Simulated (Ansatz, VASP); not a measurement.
## GaN in VASP and in Ansatz

INCAR

```
ALGO     = Normal         # electronic algorithm
DIPOL    = 0.5 0.5 0.500
EDIFF    = 1E-6           # SCF threshold, eV
ENCUT    = 520            # plane-wave cutoff, eV
GGA      = PE             # functional
IDIPOL   = 3            
ISIF     = 2              # what is computed and relaxed
ISMEAR   = 0              # smearing method
LASPH    = T              # aspherical terms in the spheres
LCHARG   = T              # write CHGCAR
LDIPOL   = T            
LELF     = T              # ELF
LREAL    = F              # projectors in reciprocal space
LVACPOTAV= T            
LVHAR    = T            
LWAVE    = F              # write WAVECAR
NBANDS   = 56             # bands
NELM     = 60             # most SCF steps
PREC     = Accurate       # precision mode
SIGMA    = 0.05           # smearing width, eV
```

KPOINTS

```
k-points
0
Gamma
  9 9 1
```

POSCAR

```
GaN
1.0
    3.2162589223      0.0000000000      0.0000000000
   -1.6081294611      2.7853619318      0.0000000000
    0.0000000000      0.0000000000     21.1607737570
N Ga
5 5
Direct
    0.0000000000      0.0000000000      0.2362862558
    0.3333333333      0.6666666667      0.3603868413
    0.6666666667      0.3333333333      0.4844874268
    0.0000000000      0.0000000000      0.6085880123
    0.3333333333      0.6666666667      0.7326885979
    0.3333333333      0.6666666667      0.2673114021
    0.6666666667      0.3333333333      0.3914119877
    0.0000000000      0.0000000000      0.5155125732
    0.3333333333      0.6666666667      0.6396131587
    0.6666666667      0.3333333333      0.7637137442
```

Input for Ansatz:

```yaml
crystal:
  lattice:
    - [3.2162589223, 0.0, 0.0]
    - [-1.6081294611, 2.7853619318, 0.0]
    - [0.0, 0.0, 21.160773757]
  atoms:
    - { symbol: "N", position: [0.0, 0.0, 0.2362862558] }
    - { symbol: Ga, position: [0.3333333333, 0.6666666667, 0.2673114021] }
    - { symbol: "N", position: [0.3333333333, 0.6666666667, 0.3603868413] }
    - { symbol: Ga, position: [0.6666666667, 0.3333333333, 0.3914119877] }
    - { symbol: "N", position: [0.6666666667, 0.3333333333, 0.4844874268] }
    - { symbol: Ga, position: [0.0, 0.0, 0.5155125732] }
    - { symbol: "N", position: [0.0, 0.0, 0.6085880123] }
    - { symbol: Ga, position: [0.3333333333, 0.6666666667, 0.6396131587] }
    - { symbol: "N", position: [0.3333333333, 0.6666666667, 0.7326885979] }
    - { symbol: Ga, position: [0.6666666667, 0.3333333333, 0.7637137442] }
basis:
  ecutwfc: 420
kpoints:
  mp_grid: { grid: [9, 9, 1] }
hamiltonian:
  xc: pbe
scf:
  occupations: { method: gaussian, width: 0.05 }
output:
  forces: true
  stress: true
  eigenvalues: true
efield:
  axis: 3
  dipole_correction: true
  ramp_width: 0.04
```

Alike in both runs: task single point; functional PBE; k mesh 9 × 9 × 1; occupations gaussian, width 0.05 eV; no spin polarisation.

|  | VASP | Ansatz |
| --- | --- | --- |
| version | VASP 6.6.1 | Ansatz 0.2.0 |
| potentials or method | VASP PAW PBE potentials, release 64 (N, Ga_d), cutoff 520 eV | scalar-relativistic, plane waves, PAW |
| valence electrons in the cell | 90 | 90 |

VASP gave:

```
gap on the k mesh at the Fermi level (eV) : none
rms of the force components (eV/Å)        : 0.550
```

Question: What did Ansatz give for the same quantities?

Answer: gap on the k mesh at the Fermi level (eV): none; rms of the force components (eV/Å): 0.551.

A gap of «none» marks a metal or a gap that the smearing closes. Ansatz's warnings: vacuum density over bound.
